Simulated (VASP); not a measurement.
# Al3SiPd2 (P4/mmm) in VASP: relaxation of cell and atoms with PBE

Aim: the relaxation of cell and atoms of Al3SiPd2 with PBE.

All numbers are computed with VASP 6.6.1; they aren't measurements. Logs are shortened: lines on timing, memory, paths and dates and some standing lists are left out, and cuts for length are marked.

**1. The cell of the first run**

Symmetry: P4/mmm, No. 123, tetragonal system. Conventional cell: a = 4.872 Å, b = 4.872 Å, c = 5.231 Å, α = 90.00°, β = 90.00°, γ = 90.00°. Al (site symmetry mmm) has 2 Si at 2.44 Å and 2 Pd at 2.44 Å within 3.2 Å. Within 3.6 Å of Al (site symmetry 4/mmm) lie 2 Si at 2.62 Å and 4 Pd at 3.45 Å and 8 Al at 3.57 Å. Within 3.2 Å of Si (site symmetry 4/mmm) lie 6 Al at 2.44 to 2.62 Å. Pd (site symmetry 4/mmm) has 4 Al at 2.44 Å and 2 Pd at 2.62 Å within 3.2 Å. Within 3.6 Å of Pd (site symmetry 4/mmm) lie 2 Pd at 2.62 Å and 12 Al at 3.45 to 3.57 Å.

The cell was built from a structure type or drawn by symmetry, and may not be a known phase.

**2. Relaxation of cell and atoms, PBE**

Input file INCAR:

```
ALGO = Fast
EDIFF = 1E-7
EDIFFG = -0.01
ENCUT = 600
GGA = PE
IBRION = 2
ISIF = 3
ISMEAR = 0
LASPH = True
LCHARG = False
LREAL = False
LWAVE = False
NELM = 100
NSW = 100
PREC = Accurate
SIGMA = 0.1
```

Input file KPOINTS:

```
k-points
0
Gamma
  8 8 8
```

Input file POSCAR:

```
Al3SiPd2
1.0
    4.8719678817      0.0000000000      0.0000000000
    0.0000000000      4.8719678817      0.0000000000
    0.0000000000      0.0000000000      5.2307322626
Al Si Pd
3 1 2
Direct
    0.0000000000      0.5000000000      0.5000000000
    0.5000000000      0.0000000000      0.5000000000
    0.0000000000      0.0000000000      0.0000000000
    0.0000000000      0.0000000000      0.5000000000
    0.5000000000      0.5000000000      0.5000000000
    0.5000000000      0.5000000000      0.0000000000
```

Potentials or basis: VASP PAW PBE potentials, release 64 (Al, Si, Pd).

Launch:

```bash
cat potpaw_PBE.64/Al/POTCAR potpaw_PBE.64/Si/POTCAR potpaw_PBE.64/Pd/POTCAR > POTCAR
mpirun -np 1 vasp_std > vasp.out
```

OUTCAR:

```text
EDIFF = 1E-7
   EDIFFG = -0.01
   ENCUT = 600
   GGA = PE
   IBRION = 2
   ISIF = 3
   ISMEAR = 0
   LASPH = True
   LREAL = False
   NELM = 100
   NSW = 100
   PREC = Accurate

 ion  position               nearest neighbor table
   1  0.000  0.500  0.500-   4 2.44   5 2.44   4 2.44   5 2.44
   2  0.500  0.000  0.500-   4 2.44   5 2.44   5 2.44   4 2.44
   3  0.000  0.000  0.000-   4 2.62   4 2.62
   4  0.000  0.000  0.500-   1 2.44   2 2.44   1 2.44   2 2.44   3 2.62   3 2.62
   5  0.500  0.500  0.500-   1 2.44   2 2.44   2 2.44   1 2.44   6 2.62   6 2.62
   6  0.500  0.500  0.000-   5 2.62   5 2.62

  LATTYP: Found a simple tetragonal cell.
 ALAT       =     4.8719678817
 C/A-ratio  =     1.0736384947

  Lattice vectors:

 A1 = (   4.8719678817,   0.0000000000,   0.0000000000)
 A2 = (   0.0000000000,   4.8719678817,   0.0000000000)
 A3 = (   0.0000000000,   0.0000000000,   5.2307322626)

Analysis of symmetry for initial positions (statically):
=====================================================================
 Subroutine PRICEL returns:
 Original cell was already a primitive cell.

 Routine SETGRP: Setting up the symmetry group for a
 simple tetragonal supercell.

 Subroutine GETGRP returns: Found 16 space group operations
 (whereof 16 operations were pure point group operations)
 out of a pool of 16 trial point group operations.

The static configuration has the point symmetry D_4h.

Analysis of symmetry for dynamics (positions and initial velocities):
=====================================================================
 Subroutine PRICEL returns:
 Original cell was already a primitive cell.

 Routine SETGRP: Setting up the symmetry group for a
 simple tetragonal supercell.

 Subroutine GETGRP returns: Found 16 space group operations
 (whereof 16 operations were pure point group operations)
 out of a pool of 16 trial point group operations.

The dynamic configuration has the point symmetry D_4h.

 Subroutine INISYM returns: Found 16 space group operations
 (whereof 16 operations are pure point group operations),
 and found     1 'primitive' translations

----------------------------------------------------------------------------------------

                                     Primitive cell

  volume of cell :     124.1570

  direct lattice vectors                    reciprocal lattice vectors
     4.871967882  0.000000000  0.000000000     0.205255869  0.000000000  0.000000000
     0.000000000  4.871967882  0.000000000     0.000000000  0.205255869  0.000000000
     0.000000000  0.000000000  5.230732263     0.000000000  0.000000000  0.191177822

  length of vectors
     4.871967882  4.871967882  5.230732263     0.205255869  0.205255869  0.191177822

  position of ions in fractional coordinates (direct lattice)
     0.000000000  0.500000000  0.500000000
     0.500000000  0.000000000  0.500000000
     0.000000000  0.000000000  0.000000000
     0.000000000  0.000000000  0.500000000
     0.500000000  0.500000000  0.500000000
     0.500000000  0.500000000  0.000000000

  ion indices of the primitive-cell ions
   primitive index   ion index
                 1           1
                 2           2
                 3           3
                 4           4
                 5           5
                 6           6

----------------------------------------------------------------------------------------

 KPOINTS: k-points

Automatic generation of k-mesh.
 Grid dimensions read from file:
 generate k-points for:    8    8    8

 Generating k-lattice:

  Cartesian coordinates                     Fractional coordinates (reciprocal lattice)
     0.025656984  0.000000000  0.000000000     0.125000000  0.000000000  0.000000000
     0.000000000  0.025656984  0.000000000     0.000000000  0.125000000  0.000000000
     0.000000000  0.000000000  0.023897228     0.000000000  0.000000000  0.125000000

  Length of vectors
     0.025656984  0.025656984  0.023897228

  Shift w.r.t. Gamma in fractional coordinates (k-lattice)
     0.000000000  0.000000000  0.000000000

 Subroutine IBZKPT returns following result:
 ===========================================

 Found     75 irreducible k-points:

 Following reciprocal coordinates:
            Coordinates               Weight
  0.000000  0.000000  0.000000      1.000000
  0.125000  0.000000  0.000000      4.000000
  0.250000  0.000000  0.000000      4.000000
  0.375000  0.000000  0.000000      4.000000
  0.500000  0.000000  0.000000      2.000000
  0.125000  0.125000  0.000000      4.000000
[... 16 lines left out ...]
  0.375000  0.125000  0.125000     16.000000
  0.500000  0.125000  0.125000      8.000000
 [... further k-points ...]
   k-points           NKPTS =     75   k-points in BZ     NKDIM =     75   number of bands    NBANDS=     20
   number of dos      NEDOS =    301   number of ions     NIONS =      6
   total plane-waves  NPLWV =  67200
   dimension x,y,z NGX =    40 NGY =   40 NGZ =   42
   dimension x,y,z NGXF=    80 NGYF=   80 NGZF=   84
   ions per type =               3   1   2
   NGX,Y,Z   is equivalent  to a cutoff of  13.65, 13.65, 13.35 a.u.
   NGXF,Y,Z  is equivalent  to a cutoff of  27.30, 27.30, 26.70 a.u.
 SYSTEM =  unknown system
   PREC   = accura    normal or accurate (medium, high low for compatibility)
   ISTART =      0    job   : 0-new  1-cont  2-samecut
   ICHARG =      2    charge: 1-file 2-atom 10-const
   ISPIN  =      1    spin polarized calculation?
   LNONCOLLINEAR =      F non collinear calculations
   LSORBIT =      F    spin-orbit coupling
   LASPH  =      T    aspherical Exc in radial PAW
   ENCUT  =  600.0 eV  44.10 Ry    6.64 a.u.   9.73  9.73 10.45*2*pi/ulx,y,z
   NELM   =    100;   NELMIN=  2; NELMDL= -5     # of ELM steps
   EDIFF  = 0.1E-06   stopping-criterion for ELM
   LREAL  =      F    real-space projection
   EDIFFG = -.1E-01   stopping-criterion for IOM
   NSW    =    100    number of steps for IOM
   IBRION =      2    ionic relax: 0-MD 1-quasi-New 2-CG
   NFREE  =      1    steps in history (QN), initial steepest desc. (CG)
   ISIF   =      3    stress and relaxation
   ISYM   =      2    0-nonsym 1-usesym 2-fastsym
   POTIM  = 0.5000    time-step for ionic-motion
   TEBEG  =    0.0;   TEEND  =   0.0 temperature during run
   PSTRESS=    0.0 pullay stress
   NELECT =      33.0000    total number of electrons
   NUPDOWN=      -1.0000    fix difference up-down
   EMIN   =  10.00;   EMAX   =-10.00  energy-range for DOS
   EFERMI =   0.00;   METHOD = LEGACY
   ISMEAR =     0;   SIGMA  =   0.10  broadening in eV -4-tet -1-fermi 0-gaus
   EFERMI_NEDOS =   21; number of points for ismear=-14 and -15
   IALGO  =     68    algorithm
   IMIX   =      4    mixing-type and parameters
     AMIX     =   0.40;   BMIX     =  1.00
     AMIX_MAG =   1.60;   BMIX_MAG =  1.00
  volume/ion in A,a.u.               =      20.69       139.64
  Fermi-wavevector in a.u.,A,eV,Ry     =   1.052581  1.989090 15.074271  1.107928
  Thomas-Fermi vector in A             =   2.187670
   LORBIT       =      0    0 simple, 1 ext, 2 COOP (PROOUT), +10 PAW based schemes
   GGA     = PE    functional components
   LHFCALC =     F    Hartree Fock is set to
   AEXX    =    0.0000 exact exchange contribution
   IVDW    =     0    specifies the selected vdW correction
   LEPSILON=     F    determine dielectric tensor
   LRPA    =     F    only Hartree local field effects (RPA)
 conjugate gradient relaxation of ions
 non-spin polarized calculation
 RMM-DIIS sequential band-by-band and
 Gauss-broadening in eV      SIGMA  =   0.10
  energy-cutoff  :      600.00
  volume of cell :      124.16
 maximum number of plane-waves:      4180
 NGX is ok and might be reduce to    40
   NGX = 19   NGY = 19   NGZ = 21

--------------------------------------- Ionic step        1  -------------------------------------------

 number of electron      33.0000001 magnetization

 Free energy of the ion-electron system (eV)
  ---------------------------------------------------
  ext. energy  EPLUGINS =         0.00000000
  ---------------------------------------------------
  free energy    TOTEN  =       -24.73224645 eV

  energy without entropy =      -24.71456835  energy(sigma->0) =      -24.72340740

------------------------ aborting loop because EDIFF is reached ----------------------------------------

  FORCE on cell =-STRESS in cart. coord.  units (eV):
  Direction    XX          YY          ZZ          XY          YZ          ZX
  --------------------------------------------------------------------------------------
  -------------------------------------------------------------------------------------
  Total        1.2925723      1.2925723     -1.0334798      0.0000000      0.0000000      0.0000000
  in kB       16.6799258     16.6799258    -13.3364815      0.0000000      0.0000000      0.0000000
  external PRESSURE =       6.6744567 kB  Pullay stress =       0.0000000 kB
[... 105 lines left out ...]
  energy  without entropy=      -24.7313090640  energy(sigma->0) =      -24.74130697

--------------------------------------- Ionic step        4  -------------------------------------------

 number of electron      33.0000005 magnetization

 Free energy of the ion-electron system (eV)
  ---------------------------------------------------
  ext. energy  EPLUGINS =         0.00000000
  ---------------------------------------------------
  free energy    TOTEN  =       -24.75202319 eV

  energy without entropy =      -24.73195743  energy(sigma->0) =      -24.74199031

 E-fermi :   5.6306     XC(G=0):  -9.7910

 val. band max:        5.6280458018   @ k =   0.0000   0.0000   0.1250
 cond. band min:       5.6370428107   @ k =   0.0000   0.0000   0.0000
 fundamental gap:      0.0089970088
 Fermi energy:         5.6305849804

 k-point     1 :       0.0000    0.0000    0.0000
  band No.  band energies     occupation
      1      -4.6656      2.00000
      2       0.3609      2.00000
      3       1.2131      2.00000
      4       1.7299      2.00000
      5       1.7874      2.00000
      6       1.7874      2.00000
[... 12 lines left out ...]
     19       7.7543      0.00000
[... 513 lines left out ...]
      4       1.1454      2.00000
      5       1.3953      2.00000
      6       1.5133      2.00000
[... 12 lines left out ...]
     19       7.0856      0.00000
     20       7.9446      0.00000

 [... further k-points ...]

------------------------ aborting loop because EDIFF is reached ----------------------------------------

  FORCE on cell =-STRESS in cart. coord.  units (eV):
  Direction    XX          YY          ZZ          XY          YZ          ZX
  --------------------------------------------------------------------------------------
  -------------------------------------------------------------------------------------
  Total        0.0142824      0.0142824      0.0497036      0.0000000      0.0000000     -0.0000000
  in kB        0.1827507      0.1827507      0.6359824      0.0000000      0.0000000     -0.0000000
  external PRESSURE =       0.3338279 kB  Pullay stress =       0.0000000 kB
[... 21 lines left out ...]
  FREE ENERGIE OF THE ION-ELECTRON SYSTEM (eV)
  ---------------------------------------------------
  free  energy   TOTEN  =       -24.7520231883 eV

  energy  without entropy=      -24.7319574294  energy(sigma->0) =      -24.74199031

 reached required accuracy - stopping structural energy minimisation
```

Run time: 17 min. Hardware: 1 thread of AMD EPYC 7R43 (Zen 3), shared host; peak memory 0.41 GiB.

Results:

* Free energy: -24.7520 eV
* Relaxed volume: 20.87 Å³/atom
* Relaxed cell: a = 4.924 Å, b = 4.924 Å, c = 5.165 Å, α = 90.00°, β = 90.00°, γ = 90.00°
* Space group after relaxing (to 0.1 Å): P4/mmm (No. 123)
* Energy gained by relaxing: 3.3 meV/atom
* Ionic steps: 4
* Pressure after relaxing: 0.0 GPa
* Band gap on the k mesh: zero (an odd number of electrons rules out a gap without spin polarisation)

The path:
```csv
step,energy change (eV),largest force (eV/Å),pressure (GPa),volume (Å³)
1,0.0000,0.0000,0.67,124.16
2,-0.0189,0.0000,-0.21,125.70
3,-0.0191,0.0000,-0.29,125.85
4,-0.0198,0.0000,0.03,125.21
```

Final structure:
```cif
data_structure
_symmetry_space_group_name_H-M 'P 1'
_symmetry_Int_Tables_number 1
_cell_length_a 4.9239
_cell_length_b 4.9239
_cell_length_c 5.1646
_cell_angle_alpha 90.000
_cell_angle_beta 90.000
_cell_angle_gamma 90.000
_cell_volume 125.21
loop_
_atom_site_label
_atom_site_type_symbol
_atom_site_fract_x
_atom_site_fract_y
_atom_site_fract_z
_atom_site_occupancy
Al1 Al 0.00000 0.50000 0.50000 1
Al2 Al 0.50000 0.00000 0.50000 1
Al3 Al 0.00000 0.00000 0.00000 1
Si1 Si 0.00000 0.00000 0.50000 1
Pd1 Pd 0.50000 0.50000 0.50000 1
Pd2 Pd 0.50000 0.50000 0.00000 1
```

Levels at points of the mesh, in eV from the Fermi level:
```
           k point  band 13  band 14  band 15  band 16  band 17  band 18  band 19  band 20
(0.00, 0.00, 0.00)    -1.34    -0.64    -0.64     0.01     0.13     2.04     2.12     2.12
(0.50, 0.00, 0.00)    -1.21    -1.09    -0.64    -0.64    -0.39    -0.10     0.09     2.67
(0.50, 0.50, 0.00)    -0.66    -0.66    -0.65    -0.50     1.04     1.04     1.92     1.92
(0.00, 0.00, 0.50)    -1.48    -1.48    -1.40    -0.18    -0.05     0.96     0.96     2.44
(0.50, 0.00, 0.50)    -1.70    -1.41    -1.21    -0.90     0.57     0.74     1.91     1.99
(0.50, 0.50, 0.50)    -1.42    -1.25    -1.17    -0.80    -0.80    -0.51     3.47     3.54
```
